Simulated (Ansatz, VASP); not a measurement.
## MnS in VASP and in Ansatz

Contents of INCAR:

```
ALGO = Normal
EDIFF = 1E-6
ENCUT = 520
GGA = RP
ISIF = 2
ISMEAR = -1
ISPIN = 2
IVDW = 12
LASPH = True
LCHARG = True
LELF = True
LMAXMIX = 4
LORBIT = 11
LREAL = False
LVHAR = True
LWAVE = False
MAGMOM = 4 0
NBANDS = 20
NELM = 150
PREC = Accurate
SIGMA = 0.05
```

File KPOINTS:

```
k-points
0
Gamma
  9 9 9
```

POSCAR

```
MnS
1.0
    0.0000000000      2.4229704058      2.4229704058
    2.4229704058      0.0000000000      2.4229704058
    2.4229704058      2.4229704058      0.0000000000
Mn S
1 1
Direct
    0.0000000000      0.0000000000      0.0000000000
    0.7500000000      0.7500000000      0.7500000000
```

File input.yaml:

```yaml
crystal:
  lattice:
    - [0.0, 2.4229704058, 2.4229704058]
    - [2.4229704058, 0.0, 2.4229704058]
    - [2.4229704058, 2.4229704058, 0.0]
  atoms:
    - { symbol: Mn, position: [0.0, 0.0, 0.0], spin: 4.0 }
    - { symbol: S, position: [0.75, 0.75, 0.75] }
hamiltonian:
  xc: rpbe
  pseudopotentials: { kind: paw }
  dispersion: d3bj
magnetization:
  spin_polarized: true
kpoints:
  mp_grid: { grid: [9, 9, 9] }
scf:
  occupations: { method: fermi_dirac, width: 0.05 }
output:
  forces: true
  stress: true
  eigenvalues: true
```

Alike in both runs: task single point; functional RPBE; dispersion D3(BJ); k mesh 9 × 9 × 9; occupations fermi-dirac, width 0.05 eV; collinear spin.

|  | VASP | Ansatz |
| --- | --- | --- |
| version | VASP 6.6.1 | Ansatz 0.2.0 |
| potentials or method | VASP PAW PBE potentials, release 64 (Mn_pv, S) | Ansatz PAW |
| plane-wave cutoff (eV) | 520 | 420 |
| valence electrons in the cell | 19 | 21 |

```csv
,VASP,Ansatz,Ansatz less VASP
gap on the k mesh at the Fermi level (eV),none,none,-
pressure (GPa),-11.7,-11.5,+0.19
net moment per atom (μB),0.07,0.07,+0.001
size of the moment on the site where the two differ most (μB),0.14,0.12,-0.015
```

VASP's potentials were made for PBE, not for RPBE. Site moments also hang on the region over which each program counts them. A gap of «none» marks a metal or a gap that the smearing closes. VASP's potentials hold 19 valence electrons a cell and Ansatz's 21, so a difference there can come from the potentials and not from the codes.
